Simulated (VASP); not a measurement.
# NaTb2Sc2FeO9 (P4/mmm) in VASP: single point with LDA

Aim: the single point of NaTb2Sc2FeO9 with LDA.

All numbers are computed with VASP 6.6.1; they aren't measurements. Logs are shortened: lines on timing, memory, paths and dates and some standing lists are left out, and cuts for length are marked.

## Step 1: The cell of the first run

The structure is tetragonal, space group P4/mmm (No. 123). The conventional cell has a = 3.860 Å, b = 3.860 Å, c = 12.406 Å, α = 90.00°, β = 90.00°, γ = 90.00°. Na (site symmetry 4/mmm) has 12 O at 2.73 to 3.26 Å and 8 Sc at 3.39 Å within 3.6 Å. Tb (site symmetry 4mm) has 12 O at 2.36 to 2.94 Å within 3.1 Å. Sc (site symmetry 4mm) has 6 O at 2.02 to 2.42 Å within 2.7 Å. Within 2.3 Å of Fe (site symmetry 4/mmm) lie 6 O at 1.77 to 1.93 Å. Within 2.8 Å of O (site symmetry mmm) lie 2 Fe at 1.93 Å and 8 O at 2.62 to 2.73 Å. Within 2.3 Å of O (site symmetry 4mm) lie 1 Fe at 1.77 Å. Within 2.8 Å of O (site symmetry 2mm) lie 2 Sc at 2.03 Å and 2 Tb at 2.36 Å and 6 O at 2.64 to 2.73 Å. Within 2.8 Å of O (site symmetry 4/mmm) lie 2 Sc at 2.02 Å and 4 Na at 2.73 Å.

## Step 2: Single point, LDA, collinear spin, ferromagnetic start

INCAR

```
SYSTEM = NaTb2Sc2FeO9
ALGO = Normal ; EDIFF = 1E-6
ENCUT = 600 ; GGA = CA
GGA_COMPAT = .FALSE. ; ISIF = 2
ISMEAR = -1 ; ISPIN = 2
KPAR = 4 ; LASPH = .TRUE.
LCHARG = .FALSE. ; LMAXMIX = 6
LORBIT = 11 ; LREAL = .FALSE.
LWAVE = .FALSE. ; MAGMOM = 0 6 6 0 0 3 0 0 0 0 0 0 0 0 0
NBANDS = 82 ; NELM = 200
PREC = Accurate ; SIGMA = 0.05
```

KPOINTS

```
k-points
0
G
  7 7 3
  0 0 0
```

POSCAR

```
NaTb2Sc2FeO9
1.0
    3.8602700000      0.0000000000      0.0000000000
    0.0000000000      3.8602700000      0.0000000000
    0.0000000000      0.0000000000     12.4060400000
Na Tb Sc Fe O
1 2 2 1 9
Direct
    0.0000000000      0.0000000000      0.5000000000
    0.0000000000      0.0000000000      0.8210200000
    0.0000000000      0.0000000000      0.1789800000
    0.5000000000      0.5000000000      0.3374900000
    0.5000000000      0.5000000000      0.6625100000
    0.5000000000      0.5000000000      0.0000000000
    0.0000000000      0.5000000000      0.0000000000
    0.5000000000      0.5000000000      0.8576700000
    0.5000000000      0.5000000000      0.1423300000
    0.5000000000      0.0000000000      0.0000000000
    0.0000000000      0.5000000000      0.2879000000
    0.0000000000      0.5000000000      0.7121000000
    0.5000000000      0.5000000000      0.5000000000
    0.5000000000      0.0000000000      0.2879000000
    0.5000000000      0.0000000000      0.7121000000
```

Potentials or basis: VASP PAW PBE potentials, release 64 (Na_pv, Tb, Sc_sv, Fe, O).

Started as:

```
cat potpaw_PBE.64/Na_pv/POTCAR potpaw_PBE.64/Tb/POTCAR potpaw_PBE.64/Sc_sv/POTCAR potpaw_PBE.64/Fe/POTCAR potpaw_PBE.64/O/POTCAR > POTCAR
mpirun -np 4 vasp_std > vasp.out
```

OUTCAR:

```text
SYSTEM = NaTb2Sc2FeO9
   EDIFF = 1E-6
   ENCUT = 600
   GGA = CA
   ISIF = 2
   ISMEAR = -1
   ISPIN = 2
   LASPH = .TRUE.
   LORBIT = 11
   LREAL = .FALSE.
   NELM = 200
   PREC = Accurate

 ion  position               nearest neighbor table
   1  0.000  0.000  0.500-
   2  0.000  0.000  0.821-  12 2.36  15 2.36  12 2.36  15 2.36   5 3.36   5 3.36   5 3.36   5 3.36

   3  0.000  0.000  0.179-  11 2.36  14 2.36  11 2.36  14 2.36   4 3.36   4 3.36   4 3.36   4 3.36

   4  0.500  0.500  0.337-  13 2.02  11 2.03  14 2.03  14 2.03  11 2.03   9 2.42   3 3.36   3 3.36
                             3 3.36   3 3.36
   5  0.500  0.500  0.663-  13 2.02  12 2.03  15 2.03  15 2.03  12 2.03   8 2.42   2 3.36   2 3.36
                             2 3.36   2 3.36
   6  0.500  0.500  0.000-   8 1.77   9 1.77   7 1.93  10 1.93  10 1.93   7 1.93
   7  0.000  0.500  0.000-   6 1.93   6 1.93
   8  0.500  0.500  0.858-   6 1.77   5 2.42
   9  0.500  0.500  0.142-   6 1.77   4 2.42
  10  0.500  0.000  0.000-   6 1.93   6 1.93
  11  0.000  0.500  0.288-   4 2.03   4 2.03   3 2.36   3 2.36
  12  0.000  0.500  0.712-   5 2.03   5 2.03   2 2.36   2 2.36
  13  0.500  0.500  0.500-   4 2.02   5 2.02
  14  0.500  0.000  0.288-   4 2.03   4 2.03   3 2.36   3 2.36
  15  0.500  0.000  0.712-   5 2.03   5 2.03   2 2.36   2 2.36

  LATTYP: Found a simple tetragonal cell.
 ALAT       =     3.8602700000
 C/A-ratio  =     3.2137752023

  Lattice vectors:

 A1 = (   3.8602700000,   0.0000000000,   0.0000000000)
 A2 = (   0.0000000000,   3.8602700000,   0.0000000000)
 A3 = (   0.0000000000,   0.0000000000,  12.4060400000)

Analysis of symmetry for initial positions (statically):
=====================================================================
 Subroutine PRICEL returns:
 Original cell was already a primitive cell.

 Routine SETGRP: Setting up the symmetry group for a
 simple tetragonal supercell.

 Subroutine GETGRP returns: Found 16 space group operations
 (whereof 16 operations were pure point group operations)
 out of a pool of 16 trial point group operations.

The static configuration has the point symmetry D_4h.

Analysis of symmetry for dynamics (positions and initial velocities):
=====================================================================
 Subroutine PRICEL returns:
 Original cell was already a primitive cell.

 Routine SETGRP: Setting up the symmetry group for a
 simple tetragonal supercell.

 Subroutine GETGRP returns: Found 16 space group operations
 (whereof 16 operations were pure point group operations)
 out of a pool of 16 trial point group operations.

The dynamic configuration has the point symmetry D_4h.

Analysis of structural, dynamic, and magnetic symmetry:
=====================================================================
 Subroutine PRICEL returns:
 Original cell was already a primitive cell.

 Routine SETGRP: Setting up the symmetry group for a
 simple tetragonal supercell.

 Subroutine GETGRP returns: Found 16 space group operations
 (whereof 16 operations were pure point group operations)
 out of a pool of 16 trial point group operations.

The overall configuration has the point symmetry D_4h.

 Subroutine INISYM returns: Found 16 space group operations
 (whereof 16 operations are pure point group operations),
 and found     1 'primitive' translations

----------------------------------------------------------------------------------------

                                     Primitive cell

  volume of cell :     184.8709

  direct lattice vectors                    reciprocal lattice vectors
[... 110 lines left out ...]
   EDIFFG = 0.1E-04   stopping-criterion for IOM
   NSW    =      0    number of steps for IOM
   IBRION =     -1    ionic relax: 0-MD 1-quasi-New 2-CG
   NFREE  =      0    steps in history (QN), initial steepest desc. (CG)
   ISIF   =      2    stress and relaxation
   ISYM   =      2    0-nonsym 1-usesym 2-fastsym
   POTIM  = 0.5000    time-step for ionic-motion
   TEBEG  =    0.0;   TEEND  =   0.0 temperature during run
   PSTRESS=    0.0 pullay stress
   NELECT =     129.0000    total number of electrons
   NUPDOWN=      -1.0000    fix difference up-down
   EMIN   =  10.00;   EMAX   =-10.00  energy-range for DOS
   EFERMI =   0.00;   METHOD = LEGACY
   ISMEAR =    -1;   SIGMA  =   0.05  broadening in eV -4-tet -1-fermi 0-gaus
   EFERMI_NEDOS =   21; number of points for ismear=-14 and -15
   IALGO  =     38    algorithm
   IMIX   =      4    mixing-type and parameters
     AMIX     =   0.40;   BMIX     =  1.00
     AMIX_MAG =   1.60;   BMIX_MAG =  1.00
  volume/ion in A,a.u.               =      12.32        83.17
  Fermi-wavevector in a.u.,A,eV,Ry     =   1.452051  2.743979 28.687235  2.108452
  Thomas-Fermi vector in A             =   2.569478
   LORBIT       =     11    0 simple, 1 ext, 2 COOP (PROOUT), +10 PAW based schemes
   GGA     = CA    functional components
   LHFCALC =     F    Hartree Fock is set to
   AEXX    =    0.0000 exact exchange contribution
   IVDW    =     0    specifies the selected vdW correction
   LEPSILON=     F    determine dielectric tensor
   LRPA    =     F    only Hartree local field effects (RPA)
 spin polarized calculation
  energy-cutoff  :      600.00
  volume of cell :      184.87
 maximum number of plane-waves:      6189
 NGX is ok and might be reduce to    32
   NGX = 15   NGY = 15   NGZ = 49

 number of electron     129.0000008 magnetization      10.1646645

 number of electron     129.0000009 magnetization       9.3525440

 Free energy of the ion-electron system (eV)
  ---------------------------------------------------
  ext. energy  EPLUGINS =         0.00000000
  ---------------------------------------------------
  free energy    TOTEN  =      -136.14422348 eV

  energy without entropy =     -135.94656507  energy(sigma->0) =     -136.04539428

 E-fermi :   2.9229     XC(G=0): -11.4601

 val. band max:        2.8054325994   @ k =   0.1429   0.1429   0.0000
 cond. band min:       2.9291814802   @ k =   0.0000   0.0000   0.3333
 fundamental gap:      0.1237488808
 Fermi energy:         2.9229162472

 spin component 1

 k-point     1 :       0.0000    0.0000    0.0000
  band No.  band energies     occupation
      1     -44.2342      1.00000
      2     -44.2324      1.00000
      3     -42.4948      1.00000
      4     -42.4943      1.00000
      5     -23.4616      1.00000
      6     -23.3609      1.00000
[... 1569 lines left out ...]
     75       6.8694      0.00000
     76       6.8787      0.00000
 Fermi energy:         2.9229162472

 spin component 2

 k-point     1 :       0.0000    0.0000    0.0000
  band No.  band energies     occupation
      1     -44.2346      1.00000
      2     -44.2328      1.00000
      3     -40.0814      1.00000
      4     -40.0807      1.00000
      5     -23.4583      1.00000
      6     -23.3575      1.00000
[... 1569 lines left out ...]
     75       6.8894      0.00000
     76       6.9017      0.00000
 [bands above 76 left out]

------------------------ aborting loop because EDIFF is reached ----------------------------------------

  FORCE on cell =-STRESS in cart. coord.  units (eV):
  Direction    XX          YY          ZZ          XY          YZ          ZX
  --------------------------------------------------------------------------------------
  -------------------------------------------------------------------------------------
  Total      -11.7116246    -11.7116246    -11.7642617      0.0000000     -0.0000000      0.0000000
  in kB     -101.4983977   -101.4983977   -101.9545749      0.0000000     -0.0000000      0.0000000
  external PRESSURE =    -101.6504568 kB  Pullay stress =       0.0000000 kB

 VOLUME and BASIS-vectors are now :
 -----------------------------------------------------------------------------
  energy-cutoff  :      600.00
  volume of cell :      184.87
      direct lattice vectors                 reciprocal lattice vectors
     3.860270000  0.000000000  0.000000000     0.259049237  0.000000000  0.000000000
     0.000000000  3.860270000  0.000000000     0.000000000  0.259049237  0.000000000
     0.000000000  0.000000000 12.406040000     0.000000000  0.000000000  0.080605898

 POSITION                                       TOTAL-FORCE (eV/Angst)
 -----------------------------------------------------------------------------------
      0.00000      0.00000      6.20302        -0.000000      0.000000     -0.000000
      0.00000      0.00000     10.18561        -0.000000      0.000000      0.632585
      0.00000      0.00000      2.22043        -0.000000      0.000000     -0.632585
      1.93013      1.93013      4.18691         0.000000      0.000000     -0.342125
      1.93013      1.93013      8.21913        -0.000000     -0.000000      0.342125
      1.93013      1.93013      0.00000        -0.000000      0.000000     -0.000000
      0.00000      1.93013      0.00000        -0.000000      0.000000     -0.000000
      1.93013      1.93013     10.64029        -0.000000      0.000000     -0.207219
      1.93013      1.93013      1.76575        -0.000000     -0.000000      0.207219
      1.93013      0.00000      0.00000        -0.000000      0.000000     -0.000000
      0.00000      1.93013      3.57170         0.000000     -0.000000      0.013179
      0.00000      1.93013      8.83434        -0.000000      0.000000     -0.013179
      1.93013      1.93013      6.20302        -0.000000      0.000000     -0.000000
      1.93013      0.00000      3.57170        -0.000000      0.000000      0.013179
      1.93013      0.00000      8.83434        -0.000000     -0.000000     -0.013179
 -----------------------------------------------------------------------------------
    total drift:                                0.000000     -0.000000      0.000000

  FREE ENERGIE OF THE ION-ELECTRON SYSTEM (eV)
  ---------------------------------------------------
  free  energy   TOTEN  =      -136.1442234802 eV

  energy  without entropy=     -135.9465650708  energy(sigma->0) =     -136.04539428

 total charge

# of ion       s       p       d       f       tot
--------------------------------------------------
    1        0.038   5.971   0.000   0.000   6.009
    2        2.017   5.631   0.418   7.987  16.053
    3        2.017   5.631   0.418   7.987  16.053
    4        2.243   6.305   1.235   0.000   9.783
    5        2.243   6.305   1.235   0.000   9.783
    6        0.477   0.829   6.113   0.000   7.418
    7        1.555   3.349   0.000   0.000   4.904
    8        1.560   3.380   0.000   0.000   4.941
    9        1.560   3.380   0.000   0.000   4.941
   10        1.555   3.349   0.000   0.000   4.904
   11        1.549   3.483   0.000   0.000   5.031
   12        1.549   3.483   0.000   0.000   5.031
   13        1.543   3.421   0.000   0.000   4.964
   14        1.549   3.483   0.000   0.000   5.031
   15        1.549   3.483   0.000   0.000   5.031
--------------------------------------------------
tot         23.004  61.481   9.418  15.974 109.877

 magnetization (x)

# of ion       s       p       d       f       tot
--------------------------------------------------
    1       -0.000  -0.000   0.000   0.000  -0.000
    2       -0.005  -0.053   0.025   5.909   5.875
    3       -0.005  -0.053   0.025   5.909   5.875
    4        0.001   0.001  -0.002   0.000  -0.001
    5        0.001   0.001  -0.002   0.000  -0.001
    6       -0.012  -0.009  -2.388   0.000  -2.410
    7       -0.007  -0.016   0.000   0.000  -0.023
    8       -0.000  -0.069   0.000   0.000  -0.069
    9       -0.000  -0.069   0.000   0.000  -0.069
   10       -0.007  -0.016   0.000   0.000  -0.023
   11        0.000   0.030   0.000   0.000   0.030
   12        0.000   0.030   0.000   0.000   0.030
   13        0.000   0.003   0.000   0.000   0.003
   14        0.000   0.030   0.000   0.000   0.030
   15        0.000   0.030   0.000   0.000   0.030
--------------------------------------------------
tot         -0.036  -0.162  -2.342  11.818   9.278
```

Run time: 45 min. Hardware: 4 MPI ranks of AMD EPYC 7R43 (Zen 3), shared host; peak memory 0.68 GiB.

Results:

```yaml
Free_energy: -136.1442 eV
Pressure: -10.2 GPa
Largest_force: 0.633 eV/Å
Net_moment: 9.35 μB per cell
Site_moments: Na -0.00; Tb +5.88; Sc -0.00; Fe -2.41; O -0.02, -0.07, +0.03, +0.00 (each value once) μB
Valence_electrons_inside_the_program's_atomic_spheres: Na 6.01; Tb 16.05; Sc 9.78; Fe 7.42; O 4.90, 4.94, 5.03, 4.96 (each value once)
```

Forces on the atoms (eV/Å):
```
Na   0.000  0.000  0.000
Tb   0.000  0.000  0.633
Tb   0.000  0.000 -0.633
Sc   0.000  0.000 -0.342
Sc   0.000  0.000  0.342
Fe   0.000  0.000  0.000
O    0.000  0.000  0.000
O    0.000  0.000 -0.207
O    0.000  0.000  0.207
O    0.000  0.000  0.000
O    0.000  0.000  0.013
O    0.000  0.000 -0.013
O    0.000  0.000  0.000
O    0.000  0.000  0.013
O    0.000  0.000 -0.013
```

Caveat: the magnetic or orbital state may not be the lowest; the cell stands under tension; the PAW data sets were made with another functional, which shifts forces and pressure a little; spin-orbit coupling is left out, which moves the levels of the heavy elements; a cell with one magnetic atom can't hold antiferromagnetic order, which such compounds often take; semilocal functionals describe open f shells poorly, which spoils levels, moments and volumes. With open d or f shells a metallic result of LDA can be an artefact of self-interaction; +U or a hybrid may open a gap.
